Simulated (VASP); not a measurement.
# Te (P6/mmm) in VASP: notebook

The runs below take Te through single point, with revPBE.

Everything below comes from runs of VASP 6.6.1. Logs are shortened: lines on timing, memory, paths and dates and some standing lists are left out, and cuts for length are marked.

## (1) The cell of the first run

It takes space group P6/mmm (No. 191, hexagonal). Conventional cell: a = 5.660 Å, b = 5.660 Å, c = 3.328 Å, α = 90.00°, β = 90.00°, γ = 120.00°. Within 4.4 Å of Te (site symmetry 6/mmm) lie 14 Te at 3.33 to 3.67 Å. Within 4.3 Å of Te (site symmetry -6m2) lie 11 Te at 3.27 to 3.67 Å.

This isn't the form of Te at room conditions, which is trigonal, of chains.

## (2) Single point, revPBE (30.78 Å³/atom)

INCAR

```
ALGO = Normal
EDIFF = 1E-6
ENCUT = 500
GGA = RE
GGA_COMPAT = F
ISIF = 2
ISMEAR = -1
LASPH = T
LCHARG = F
LREAL = F
LWAVE = F
NBANDS = 16
NELM = 120
PREC = Accurate
SIGMA = 0.1
```

KPOINTS

```
k-points
0
Gamma
  8 8 11
```

POSCAR

```
Te
1.0
    5.6601570216      0.0000000000      0.0000000000
   -2.8300785108      4.9018397701      0.0000000000
    0.0000000000      0.0000000000      3.3280792853
Te
3
Direct
    0.0000000000      0.0000000000      0.0000000000
    0.3333333333      0.6666666667      0.5000000000
    0.6666666667      0.3333333333      0.5000000000
```

Potentials or basis: VASP PAW PBE potentials, release 64 (Te).

Launch:

```
cat potpaw_PBE.64/Te/POTCAR > POTCAR
mpirun -np 1 vasp_std > vasp.out
```

OUTCAR:

```text
EDIFF = 1E-6
   ENCUT = 500
   GGA = RE
   ISIF = 2
   ISMEAR = -1
   LASPH = T
   LREAL = F
   NELM = 120
   PREC = Accurate

 ion  position               nearest neighbor table
   1  0.000  0.000  0.000-   2 3.67   3 3.67   2 3.67   3 3.67   2 3.67   2 3.67   3 3.67   3 3.67
                             3 3.67   3 3.67   2 3.67   2 3.67
   2  0.333  0.667  0.500-   3 3.27   3 3.27   3 3.27   1 3.67   1 3.67   1 3.67   1 3.67   1 3.67
                             1 3.67
   3  0.667  0.333  0.500-   2 3.27   2 3.27   2 3.27   1 3.67   1 3.67   1 3.67   1 3.67   1 3.67
                             1 3.67

  LATTYP: Found a hexagonal cell.
 ALAT       =     5.6601570216
 C/A-ratio  =     0.5879835617

  Lattice vectors:

 A1 = (   5.6601570216,   0.0000000000,   0.0000000000)
 A2 = (  -2.8300785108,   4.9018397701,   0.0000000000)
 A3 = (   0.0000000000,   0.0000000000,   3.3280792853)

Analysis of symmetry for initial positions (statically):
=====================================================================
 Subroutine PRICEL returns:
 Original cell was already a primitive cell.

 Routine SETGRP: Setting up the symmetry group for a
 hexagonal supercell.

 Subroutine GETGRP returns: Found 24 space group operations
 (whereof 24 operations were pure point group operations)
 out of a pool of 24 trial point group operations.

The static configuration has the point symmetry D_6h.

Analysis of symmetry for dynamics (positions and initial velocities):
=====================================================================
 Subroutine PRICEL returns:
 Original cell was already a primitive cell.

 Routine SETGRP: Setting up the symmetry group for a
 hexagonal supercell.

 Subroutine GETGRP returns: Found 24 space group operations
 (whereof 24 operations were pure point group operations)
 out of a pool of 24 trial point group operations.

The dynamic configuration has the point symmetry D_6h.

 Subroutine INISYM returns: Found 24 space group operations
 (whereof 24 operations are pure point group operations),
 and found     1 'primitive' translations

----------------------------------------------------------------------------------------

                                     Primitive cell

  volume of cell :      92.3382

  direct lattice vectors                    reciprocal lattice vectors
     5.660157022  0.000000000  0.000000000     0.176673544  0.102002518  0.000000000
    -2.830078511  4.901839770  0.000000000     0.000000000  0.204005036  0.000000000
     0.000000000  0.000000000  3.328079285     0.000000000  0.000000000  0.300473611

  length of vectors
     5.660157022  5.660157022  3.328079285     0.204005036  0.204005036  0.300473611

  position of ions in fractional coordinates (direct lattice)
     0.000000000  0.000000000  0.000000000
     0.333333333  0.666666667  0.500000000
     0.666666667  0.333333333  0.500000000

  ion indices of the primitive-cell ions
   primitive index   ion index
                 1           1
                 2           2
                 3           3

----------------------------------------------------------------------------------------

 KPOINTS: k-points

Automatic generation of k-mesh.
 Grid dimensions read from file:
 generate k-points for:    8    8   11

 Generating k-lattice:

  Cartesian coordinates                     Fractional coordinates (reciprocal lattice)
     0.022084193  0.012750315  0.000000000     0.125000000 -0.000000000  0.000000000
     0.000000000  0.025500630  0.000000000     0.000000000  0.125000000  0.000000000
     0.000000000  0.000000000  0.027315783     0.000000000  0.000000000  0.090909091

  Length of vectors
     0.025500630  0.025500630  0.027315783

  Shift w.r.t. Gamma in fractional coordinates (k-lattice)
     0.000000000  0.000000000  0.000000000

 Subroutine IBZKPT returns following result:
 ===========================================

 Found     60 irreducible k-points:

 Following reciprocal coordinates:
            Coordinates               Weight
  0.000000  0.000000  0.000000      1.000000
  0.125000  0.000000  0.000000      6.000000
  0.250000  0.000000  0.000000      6.000000
  0.375000  0.000000  0.000000      6.000000
  0.500000  0.000000  0.000000      3.000000
  0.125000  0.125000  0.000000      6.000000
[... 16 lines left out ...]
  0.250000  0.000000  0.181818     12.000000
  0.375000  0.000000  0.181818     12.000000
 [... further k-points ...]
   k-points           NKPTS =     60   k-points in BZ     NKDIM =     60   number of bands    NBANDS=     16
   number of dos      NEDOS =    301   number of ions     NIONS =      3
   total plane-waves  NPLWV =  42336
   dimension x,y,z NGX =    42 NGY =   42 NGZ =   24
   dimension x,y,z NGXF=    84 NGYF=   84 NGZF=   48
   ions per type =               3
   NGX,Y,Z   is equivalent  to a cutoff of  12.34, 12.34, 11.99 a.u.
   NGXF,Y,Z  is equivalent  to a cutoff of  24.67, 24.67, 23.98 a.u.
 SYSTEM =  unknown system
   PREC   = accura    normal or accurate (medium, high low for compatibility)
   ISTART =      0    job   : 0-new  1-cont  2-samecut
   ICHARG =      2    charge: 1-file 2-atom 10-const
   ISPIN  =      1    spin polarized calculation?
   LNONCOLLINEAR =      F non collinear calculations
   LSORBIT =      F    spin-orbit coupling
   LASPH  =      T    aspherical Exc in radial PAW
   ENCUT  =  500.0 eV  36.75 Ry    6.06 a.u.  10.32 10.32  6.07*2*pi/ulx,y,z
   NELM   =    120;   NELMIN=  2; NELMDL= -5     # of ELM steps
   EDIFF  = 0.1E-05   stopping-criterion for ELM
   LREAL  =      F    real-space projection
   EDIFFG = 0.1E-04   stopping-criterion for IOM
   NSW    =      0    number of steps for IOM
   IBRION =     -1    ionic relax: 0-MD 1-quasi-New 2-CG
   NFREE  =      0    steps in history (QN), initial steepest desc. (CG)
   ISIF   =      2    stress and relaxation
   ISYM   =      2    0-nonsym 1-usesym 2-fastsym
   POTIM  = 0.5000    time-step for ionic-motion
   TEBEG  =    0.0;   TEEND  =   0.0 temperature during run
   PSTRESS=    0.0 pullay stress
   NELECT =      18.0000    total number of electrons
   NUPDOWN=      -1.0000    fix difference up-down
   EMIN   =  10.00;   EMAX   =-10.00  energy-range for DOS
   EFERMI =   0.00;   METHOD = LEGACY
   ISMEAR =    -1;   SIGMA  =   0.10  broadening in eV -4-tet -1-fermi 0-gaus
   EFERMI_NEDOS =   21; number of points for ismear=-14 and -15
   IALGO  =     38    algorithm
   IMIX   =      4    mixing-type and parameters
     AMIX     =   0.40;   BMIX     =  1.00
     AMIX_MAG =   1.60;   BMIX_MAG =  1.00
  volume/ion in A,a.u.               =      30.78       207.71
  Fermi-wavevector in a.u.,A,eV,Ry     =   0.949231  1.793786 12.259387  0.901039
  Thomas-Fermi vector in A             =   2.077494
   LORBIT       =      0    0 simple, 1 ext, 2 COOP (PROOUT), +10 PAW based schemes
   GGA     = RE    functional components
   LHFCALC =     F    Hartree Fock is set to
   AEXX    =    0.0000 exact exchange contribution
   IVDW    =     0    specifies the selected vdW correction
   LEPSILON=     F    determine dielectric tensor
   LRPA    =     F    only Hartree local field effects (RPA)
 non-spin polarized calculation
  energy-cutoff  :      500.00
  volume of cell :       92.34
 maximum number of plane-waves:      2376
 NGX is ok and might be reduce to    42
   NGX = 21   NGY = 21   NGZ = 13

 number of electron      17.9999997 magnetization

 Free energy of the ion-electron system (eV)
  ---------------------------------------------------
  ext. energy  EPLUGINS =         0.00000000
  ---------------------------------------------------
  free energy    TOTEN  =        -7.37367023 eV

  energy without entropy =       -7.28202933  energy(sigma->0) =       -7.32784978

 E-fermi :   6.9483     XC(G=0):  -9.6768

 val. band max:        6.9080217801   @ k =   0.3750   0.1250   0.0909
 cond. band min:       6.9548015389   @ k =   0.2500   0.1250   0.1818
 fundamental gap:      0.0467797589
 Fermi energy:         6.9483184855

 k-point     1 :       0.0000    0.0000    0.0000
  band No.  band energies     occupation
      1      -6.4672      2.00000
      2      -3.5070      2.00000
      3      -3.4792      2.00000
      4       2.6900      2.00000
      5       2.6900      2.00000
      6       3.1492      2.00000
[... 8 lines left out ...]
     15      16.4824      0.00000
     16      16.5141      0.00000

 k-point     2 :       0.1250    0.0000    0.0000
  band No.  band energies     occupation
      1      -6.3850      2.00000
      2      -3.6393      2.00000
      3      -3.5661      2.00000
      4       2.2409      2.00000
      5       2.4661      2.00000
      6       3.7598      2.00000
[... 8 lines left out ...]
     15      16.0466      0.00000
     16      16.1142      0.00000

 k-point     3 :       0.2500    0.0000    0.0000
  band No.  band energies     occupation
      1      -6.1425      2.00000
      2      -4.0423      2.00000
      3      -3.7308      2.00000
      4       1.7904      2.00000
      5       2.6924      2.00000
      6       4.6865      2.00000
[... 8 lines left out ...]
     15      15.2833      0.00000
     16      15.6854      0.00000

 k-point     4 :       0.3750    0.0000    0.0000
  band No.  band energies     occupation
      1      -5.7550      2.00000
      2      -4.6077      2.00000
      3      -3.8636      2.00000
      4       1.5118      2.00000
      5       3.4297      2.00000
      6       5.7247      1.99999
[... 8 lines left out ...]
     15      14.6137      0.00000
     16      14.8371      0.00000
[... 324 lines left out ...]
 k-point    22 :       0.1250    0.0000    0.1818
  band No.  band energies     occupation
      1      -6.0157      2.00000
      2      -3.3501      2.00000
      3      -3.2988      2.00000
      4       2.6058      2.00000
      5       2.8110      2.00000
      6       4.1204      2.00000
[... 8 lines left out ...]
     15      15.0326      0.00000
     16      15.2063      0.00000

 k-point    23 :       0.2500    0.0000    0.1818
  band No.  band energies     occupation
      1      -5.7779      2.00000
      2      -3.7285      2.00000
      3      -3.4544      2.00000
      4       2.1735      2.00000
      5       2.9782      2.00000
      6       4.9276      2.00000
[... 8 lines left out ...]
     15      15.0387      0.00000
     16      15.5052      0.00000

 k-point    24 :       0.3750    0.0000    0.1818
  band No.  band energies     occupation
      1      -5.4002      2.00000
      2      -4.2724      2.00000
      3      -3.5738      2.00000
      4       1.9029      2.00000
      5       3.5918      2.00000
      6       5.3707      2.00000
[... 8 lines left out ...]
     15      14.9921      0.00000
     16      15.2777      0.00000

 [... further k-points ...]

------------------------ aborting loop because EDIFF is reached ----------------------------------------

  FORCE on cell =-STRESS in cart. coord.  units (eV):
  Direction    XX          YY          ZZ          XY          YZ          ZX
  --------------------------------------------------------------------------------------
  -------------------------------------------------------------------------------------
  Total       -0.7632737     -0.7632737     -1.8324882     -0.0000000      0.0000000      0.0000000
  in kB      -13.2437089    -13.2437089    -31.7958562     -0.0000000      0.0000000      0.0000000
  external PRESSURE =     -19.4277580 kB  Pullay stress =       0.0000000 kB

 VOLUME and BASIS-vectors are now :
 -----------------------------------------------------------------------------
  energy-cutoff  :      500.00
  volume of cell :       92.34
      direct lattice vectors                 reciprocal lattice vectors
     5.660157022  0.000000000  0.000000000     0.176673544  0.102002518  0.000000000
    -2.830078511  4.901839770  0.000000000     0.000000000  0.204005036  0.000000000
     0.000000000  0.000000000  3.328079285     0.000000000  0.000000000  0.300473611

 POSITION                                       TOTAL-FORCE (eV/Angst)
 -----------------------------------------------------------------------------------
      0.00000      0.00000      0.00000        -0.000000      0.000000      0.000000
     -0.00000      3.26789      1.66404         0.000000      0.000000      0.000000
      2.83008      1.63395      1.66404        -0.000000     -0.000000      0.000000
 -----------------------------------------------------------------------------------
    total drift:                               -0.000000      0.000000     -0.000000

  FREE ENERGIE OF THE ION-ELECTRON SYSTEM (eV)
  ---------------------------------------------------
  free  energy   TOTEN  =        -7.3736702334 eV

  energy  without entropy=       -7.2820293339  energy(sigma->0) =       -7.32784978
```

Wall time 69 s (1 thread of Oxide Virtual Turin-like, shared host); peak memory 0.2 GiB.

What came out:

- Free energy: -7.3737 eV
- Pressure: -1.9 GPa
- Band gap on the k mesh: zero (bands 9 and 10 overlap by 4.57 eV)

Stress tensor (GPa, compression positive):
```
-1.32  0.00  0.00
 0.00 -1.32  0.00
 0.00  0.00 -3.18
```

Levels at points of the mesh, in eV from the Fermi level:
| k point | band 6 | band 7 | band 8 | band 9 | band 10 | band 11 | band 12 | band 13 |
| --- | --- | --- | --- | --- | --- | --- | --- | --- |
| (0.00, 0.00, 0.00) | -3.80 | -3.80 | 0.32 | 2.39 | 2.39 | 2.76 | 2.96 | 5.21 |
| (0.50, 0.00, 0.00) | -2.20 | -0.28 | 0.04 | 0.28 | 1.39 | 1.55 | 2.51 | 5.42 |

Caveat: the PAW data sets were made with another functional, which shifts forces and pressure a little; spin-orbit coupling is left out, which moves the levels of the heavy elements.

[end of part 1 of 2]

The gap in the log of VASP goes by the Fermi energy; the results here count the filled bands.